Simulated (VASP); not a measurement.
# GaSb3 (I4/mmm) in VASP: notebook

GaSb3 is run at these levels: PBEsol; tasks: single point.

Everything below comes from runs of VASP 6.6.1. Logs are shortened: lines on timing, memory, paths and dates and some standing lists are left out, and cuts for length are marked.

### Step 1. The cell of the first run

Symmetry: I4/mmm, No. 139, tetragonal system. The conventional cell has a = 5.155 Å, b = 5.155 Å, c = 6.911 Å, α = 90.00°, β = 90.00°, γ = 90.00°. Ga (site symmetry 4/mmm) has 14 Sb at 3.10 to 3.64 Å within 4.1 Å. Sb (site symmetry -4m2) has 4 Ga at 3.10 Å and 10 Sb at 3.10 to 3.64 Å within 4.1 Å. Sb (site symmetry 4/mmm) has 8 Sb at 3.10 Å and 6 Ga at 3.46 to 3.64 Å within 4.1 Å.

### Step 2. Single point, PBEsol (22.95 Å³/atom)

INCAR reads:

```
SYSTEM = GaSb3
ALGO     = Normal         ! electronic algorithm
EDIFF    = 1E-7           ! SCF threshold, eV
ENCUT    = 520            ! plane-wave cutoff, eV
GGA      = PS             ! functional
ISIF     = 2              ! what is computed and relaxed
ISMEAR   = 0              ! smearing method
LASPH    = .TRUE.         ! aspherical terms in the spheres
LCHARG   = .FALSE.        ! write CHGCAR
LREAL    = .FALSE.        ! projectors in reciprocal space
LWAVE    = .FALSE.        ! write WAVECAR
NBANDS   = 22             ! bands
NELM     = 60             ! most SCF steps
PREC     = Accurate       ! precision mode
SIGMA    = 0.15           ! smearing width, eV
```

KPOINTS reads:

```
k-points
0
G
  10 10 10
  0 0 0
```

POSCAR reads:

```
GaSb3
1.0
    0.0000000000      3.6449648553      3.4554266828
    3.6449648553      0.0000000000      3.4554266828
    3.6449648553      3.6449648553      0.0000000000
Ga Sb
1 3
Direct
    0.0000000000      0.0000000000      0.0000000000
    0.2500000000      0.2500000000      0.2500000000
    0.7500000000      0.7500000000      0.7500000000
    0.5000000000      0.5000000000      0.5000000000
```

Potentials or basis: VASP PAW PBE potentials, release 64 (Ga_d, Sb).

The run is started by

```sh
> cat potpaw_PBE.64/Ga_d/POTCAR potpaw_PBE.64/Sb/POTCAR > POTCAR
> mpirun -np 1 vasp_std > vasp.out
```

OUTCAR:

```text
SYSTEM = GaSb3
   EDIFF = 1E-7
   ENCUT = 520
   GGA = PS
   ISIF = 2
   ISMEAR = 0
   LASPH = .TRUE.
   LREAL = .FALSE.
   NELM = 60
   PREC = Accurate

 ion  position               nearest neighbor table
   1  0.000  0.000  0.000-   3 3.10   3 3.10   2 3.10   3 3.10   2 3.10   2 3.10   3 3.10   2 3.10

   2  0.250  0.250  0.250-   1 3.10   1 3.10   1 3.10   4 3.10   4 3.10   4 3.10   1 3.10   4 3.10
                             3 3.46   3 3.46   3 3.64   3 3.64   3 3.64   3 3.64
   3  0.750  0.750  0.750-   4 3.10   4 3.10   1 3.10   4 3.10   1 3.10   1 3.10   4 3.10   1 3.10
                             2 3.46   2 3.46   2 3.64   2 3.64   2 3.64   2 3.64
   4  0.500  0.500  0.500-   2 3.10   2 3.10   2 3.10   3 3.10   3 3.10   3 3.10   2 3.10   3 3.10

  LATTYP: Found a body centered tetragonal cell.
 ALAT       =     5.1547587327
 C/A-ratio  =     1.3406744571

  Lattice vectors:

 A1 = (   0.0000000000,  -3.6449648553,  -3.4554266828)
 A2 = (   0.0000000000,   3.6449648553,  -3.4554266828)
 A3 = (   3.6449648553,   0.0000000000,   3.4554266828)

Analysis of symmetry for initial positions (statically):
=====================================================================
 Subroutine PRICEL returns:
 Original cell was already a primitive cell.

 Routine SETGRP: Setting up the symmetry group for a
 body centered tetragonal supercell.

 Subroutine GETGRP returns: Found 16 space group operations
 (whereof 16 operations were pure point group operations)
 out of a pool of 16 trial point group operations.

The static configuration has the point symmetry D_4h.

Analysis of symmetry for dynamics (positions and initial velocities):
=====================================================================
 Subroutine PRICEL returns:
 Original cell was already a primitive cell.

 Routine SETGRP: Setting up the symmetry group for a
 body centered tetragonal supercell.

 Subroutine GETGRP returns: Found 16 space group operations
 (whereof 16 operations were pure point group operations)
 out of a pool of 16 trial point group operations.

The dynamic configuration has the point symmetry D_4h.

 Subroutine INISYM returns: Found 16 space group operations
 (whereof 16 operations are pure point group operations),
 and found     1 'primitive' translations

----------------------------------------------------------------------------------------

                                     Primitive cell

  volume of cell :      91.8160

  direct lattice vectors                    reciprocal lattice vectors
     0.000000000  3.644964855  3.455426683    -0.137175534  0.137175534  0.144699930
     3.644964855  0.000000000  3.455426683     0.137175534 -0.137175534  0.144699930
     3.644964855  3.644964855  0.000000000     0.137175534  0.137175534 -0.144699930

  length of vectors
     5.022523505  5.022523505  5.154758733     0.242017198  0.242017198  0.242017198

  position of ions in fractional coordinates (direct lattice)
     0.000000000  0.000000000  0.000000000
     0.250000000  0.250000000  0.250000000
     0.750000000  0.750000000  0.750000000
     0.500000000  0.500000000  0.500000000

  ion indices of the primitive-cell ions
   primitive index   ion index
                 1           1
                 2           2
                 3           3
                 4           4

----------------------------------------------------------------------------------------

 KPOINTS: k-points

Automatic generation of k-mesh.
 Grid dimensions read from file:
 generate k-points for:   10   10   10

 Generating k-lattice:

  Cartesian coordinates                     Fractional coordinates (reciprocal lattice)
    -0.013717553  0.013717553  0.014469993     0.100000000  0.000000000  0.000000000
     0.013717553 -0.013717553  0.014469993     0.000000000  0.100000000  0.000000000
     0.013717553  0.013717553 -0.014469993    -0.000000000 -0.000000000  0.100000000

  Length of vectors
     0.024201720  0.024201720  0.024201720

  Shift w.r.t. Gamma in fractional coordinates (k-lattice)
     0.000000000  0.000000000  0.000000000

 Subroutine IBZKPT returns following result:
 ===========================================

 Found    102 irreducible k-points:

 Following reciprocal coordinates:
            Coordinates               Weight
  0.000000  0.000000  0.000000      1.000000
  0.100000 -0.000000  0.000000      8.000000
  0.200000 -0.000000  0.000000      8.000000
  0.300000  0.000000  0.000000      8.000000
  0.400000 -0.000000  0.000000      8.000000
  0.500000 -0.000000  0.000000      4.000000
[... 16 lines left out ...]
  0.300000  0.300000  0.000000      2.000000
  0.400000  0.300000  0.000000      8.000000
 [... further k-points ...]
   k-points           NKPTS =    102   k-points in BZ     NKDIM =    102   number of bands    NBANDS=     22
   number of dos      NEDOS =    301   number of ions     NIONS =      4
   total plane-waves  NPLWV =  64000
   dimension x,y,z NGX =    40 NGY =   40 NGZ =   40
   dimension x,y,z NGXF=    80 NGYF=   80 NGZF=   80
   ions per type =               1   3
   NGX,Y,Z   is equivalent  to a cutoff of  13.24, 13.24, 12.90 a.u.
   NGXF,Y,Z  is equivalent  to a cutoff of  26.48, 26.48, 25.80 a.u.
 SYSTEM =  GaSb3
   PREC   = accura    normal or accurate (medium, high low for compatibility)
   ISTART =      0    job   : 0-new  1-cont  2-samecut
   ICHARG =      2    charge: 1-file 2-atom 10-const
   ISPIN  =      1    spin polarized calculation?
   LNONCOLLINEAR =      F non collinear calculations
   LSORBIT =      F    spin-orbit coupling
   LASPH  =      T    aspherical Exc in radial PAW
   ENCUT  =  520.0 eV  38.22 Ry    6.18 a.u.   9.34  9.34  9.58*2*pi/ulx,y,z
   NELM   =     60;   NELMIN=  2; NELMDL= -5     # of ELM steps
   EDIFF  = 0.1E-06   stopping-criterion for ELM
   LREAL  =      F    real-space projection
   EDIFFG = 0.1E-05   stopping-criterion for IOM
   NSW    =      0    number of steps for IOM
   IBRION =     -1    ionic relax: 0-MD 1-quasi-New 2-CG
   NFREE  =      0    steps in history (QN), initial steepest desc. (CG)
   ISIF   =      2    stress and relaxation
   ISYM   =      2    0-nonsym 1-usesym 2-fastsym
   POTIM  = 0.5000    time-step for ionic-motion
   TEBEG  =    0.0;   TEEND  =   0.0 temperature during run
   PSTRESS=    0.0 pullay stress
   NELECT =      28.0000    total number of electrons
   NUPDOWN=      -1.0000    fix difference up-down
   EMIN   =  10.00;   EMAX   =-10.00  energy-range for DOS
   EFERMI =   0.00;   METHOD = LEGACY
   ISMEAR =     0;   SIGMA  =   0.15  broadening in eV -4-tet -1-fermi 0-gaus
   EFERMI_NEDOS =   21; number of points for ismear=-14 and -15
   IALGO  =     38    algorithm
   IMIX   =      4    mixing-type and parameters
     AMIX     =   0.40;   BMIX     =  1.00
     AMIX_MAG =   1.60;   BMIX_MAG =  1.00
  volume/ion in A,a.u.               =      22.95       154.90
  Fermi-wavevector in a.u.,A,eV,Ry     =   1.101932  2.082349 16.520925  1.214254
  Thomas-Fermi vector in A             =   2.238367
   LORBIT       =      0    0 simple, 1 ext, 2 COOP (PROOUT), +10 PAW based schemes
   GGA     = PS    functional components
   LHFCALC =     F    Hartree Fock is set to
   AEXX    =    0.0000 exact exchange contribution
   IVDW    =     0    specifies the selected vdW correction
   LEPSILON=     F    determine dielectric tensor
   LRPA    =     F    only Hartree local field effects (RPA)
 non-spin polarized calculation
 Gauss-broadening in eV      SIGMA  =   0.15
  energy-cutoff  :      520.00
  volume of cell :       91.82
 maximum number of plane-waves:      2517
 NGX is ok and might be reduce to    40
   NGX = 19   NGY = 19   NGZ = 19

 number of electron      27.9999997 magnetization

 Free energy of the ion-electron system (eV)
  ---------------------------------------------------
  ext. energy  EPLUGINS =         0.00000000
  ---------------------------------------------------
  free energy    TOTEN  =       -16.32069625 eV

  energy without entropy =      -16.29726330  energy(sigma->0) =      -16.30897977

 E-fermi :   8.8070     XC(G=0): -10.8506

 val. band max:        8.8036843284   @ k =   0.4000   0.3000   0.1000
 cond. band min:       8.8146444245   @ k =  -0.1000   0.0000   0.1000
 fundamental gap:      0.0109600961
 Fermi energy:         8.8069515455

 k-point     1 :       0.0000    0.0000    0.0000
  band No.  band energies     occupation
      1      -5.9435      2.00000
      2      -5.9435      2.00000
      3      -5.9389      2.00000
      4      -5.9269      2.00000
      5      -5.9177      2.00000
      6      -4.5689      2.00000
[... 14 lines left out ...]
     21      16.4747      0.00000
     22      16.4752      0.00000

 k-point     2 :       0.1000   -0.0000    0.0000
  band No.  band energies     occupation
      1      -5.9439      2.00000
      2      -5.9431      2.00000
      3      -5.9389      2.00000
      4      -5.9271      2.00000
      5      -5.9178      2.00000
      6      -4.4819      2.00000
[... 14 lines left out ...]
     21      15.7217      0.00000
     22      16.3272      0.00000

 k-point     3 :       0.2000   -0.0000    0.0000
  band No.  band energies     occupation
      1      -5.9459      2.00000
      2      -5.9421      2.00000
      3      -5.9386      2.00000
      4      -5.9276      2.00000
      5      -5.9180      2.00000
      6      -4.2220      2.00000
[... 14 lines left out ...]
     21      14.1397      0.00000
     22      15.5181      0.00000
[... 476 lines left out ...]
 k-point    23 :       0.3000    0.3000    0.0000
  band No.  band energies     occupation
      1      -5.9507      2.00000
      2      -5.9383      2.00000
      3      -5.9383      2.00000
      4      -5.9337      2.00000
      5      -5.9164      2.00000
      6      -3.4559      2.00000
[... 14 lines left out ...]
     21      13.4875      0.00000
     22      13.4875      0.00000

 k-point    24 :       0.4000    0.3000    0.0000
  band No.  band energies     occupation
      1      -5.9526      2.00000
      2      -5.9378      2.00000
      3      -5.9371      2.00000
      4      -5.9353      2.00000
      5      -5.9163      2.00000
      6      -3.0101      2.00000
[... 14 lines left out ...]
     21      13.5467      0.00000
     22      13.5629      0.00000

 [... further k-points ...]
[... 5 lines left out ...]
  --------------------------------------------------------------------------------------
  -------------------------------------------------------------------------------------
  Total        2.1313347      2.1313347      3.0961246      0.0000000      0.0000000     -0.0000000
  in kB       37.1915156     37.1915156     54.0269743      0.0000000      0.0000000     -0.0000000
  external PRESSURE =      42.8033352 kB  Pullay stress =       0.0000000 kB

 VOLUME and BASIS-vectors are now :
 -----------------------------------------------------------------------------
  energy-cutoff  :      520.00
  volume of cell :       91.82
      direct lattice vectors                 reciprocal lattice vectors
     0.000000000  3.644964855  3.455426683    -0.137175534  0.137175534  0.144699930
     3.644964855  0.000000000  3.455426683     0.137175534 -0.137175534  0.144699930
     3.644964855  3.644964855  0.000000000     0.137175534  0.137175534 -0.144699930

 POSITION                                       TOTAL-FORCE (eV/Angst)
 -----------------------------------------------------------------------------------
      0.00000      0.00000      0.00000        -0.000000     -0.000000      0.000000
      1.82248      1.82248      1.72771         0.000000      0.000000      0.000000
      5.46745      5.46745      5.18314        -0.000000     -0.000000     -0.000000
      3.64496      3.64496      3.45543        -0.000000     -0.000000      0.000000
 -----------------------------------------------------------------------------------
    total drift:                               -0.000000      0.000000      0.000000

  FREE ENERGIE OF THE ION-ELECTRON SYSTEM (eV)
  ---------------------------------------------------
  free  energy   TOTEN  =       -16.3206962509 eV

  energy  without entropy=      -16.2972632969  energy(sigma->0) =      -16.30897977
```

Wall time 5.3 min (1 thread of Intel Xeon 8259CL, shared host); peak memory 0.34 GiB.

Results:

| Item | Value |
| --- | --- |
| Free energy | -16.3207 eV |
| Pressure | 4.3 GPa |
| Band gap on the k mesh | zero (bands 14 and 15 overlap by 4.59 eV) |

Caveat: the cell stands under pressure; the PAW data sets were made with another functional, which shifts forces and pressure a little; spin-orbit coupling is left out, which moves the levels of the heavy elements.

### Step 3. Single point, PBEsol (23.60 Å³/atom)

This run uses another cell than the first one, of 23.60 Å³/atom.

INCAR reads:

```
ALGO     = Normal         # electronic algorithm
EDIFF    = 1E-6           # SCF threshold, eV
ENCUT    = 520            # plane-wave cutoff, eV
GGA      = PS             # functional
ISIF     = 2              # what is computed and relaxed
ISMEAR   = 0              # smearing method
LASPH    = True           # aspherical terms in the spheres
LCHARG   = False          # write CHGCAR
LREAL    = False          # projectors in reciprocal space
LWAVE    = False          # write WAVECAR
NBANDS   = 22             # bands
NELM     = 60             # most SCF steps
PREC     = Accurate       # precision mode
SIGMA    = 0.15           # smearing width, eV
```

KPOINTS reads:

```
k-points
0
Gamma
  10 10 10
```

POSCAR reads:

```
GaSb3
1.0
    0.0000000000      3.5186091495      3.8124130134
    3.5186091495      0.0000000000      3.8124130134
    3.5186091495      3.5186091495      0.0000000000
Ga Sb
1 3
Direct
    0.0000000000      0.0000000000      0.0000000000
    0.2500000000      0.2500000000      0.2500000000
    0.7500000000      0.7500000000      0.7500000000
    0.5000000000      0.5000000000      0.5000000000
```

Potentials or basis: VASP PAW PBE potentials, release 64 (Ga_d, Sb).

The run is started by

```sh
> cat potpaw_PBE.64/Ga_d/POTCAR potpaw_PBE.64/Sb/POTCAR > POTCAR
> mpirun -np 1 vasp_std > vasp.out
```

It took 4.7 min on 1 thread of Intel Xeon 8259CL, shared host; peak memory 0.34 GiB.

The run converged. Its results:

```
Free energy            : -16.3387 eV
Pressure               : 2.2 GPa
Band gap on the k mesh : zero (bands 14 and 15 overlap by 4.58 eV)
```

Stress tensor (GPa, compression positive):
```
3.18 0.00 0.00
0.00 3.18 0.00
0.00 0.00 0.34
```

Levels at points of the mesh, in eV from the Fermi level:
```tsv
k point	band 11	band 12	band 13	band 14	band 15	band 16	band 17	band 18
(0.00, 0.00, 0.00)	-3.02	-2.87	-2.61	-2.61	-2.50	-1.25	-0.48	-0.48
(0.50, 0.00, 0.00)	-3.72	-3.04	-2.78	-0.15	0.17	1.83	2.63	2.69
(0.50, 0.50, 0.00)	-5.56	1.25	1.43	1.43	1.74	1.95	2.18	2.18
(0.50, 0.00, 0.50)	-5.73	0.42	0.63	0.87	1.27	1.84	2.71	2.71
```

Caveat: the PAW data sets were made with another functional, which shifts forces and pressure a little; spin-orbit coupling is left out, which moves the levels of the heavy elements.
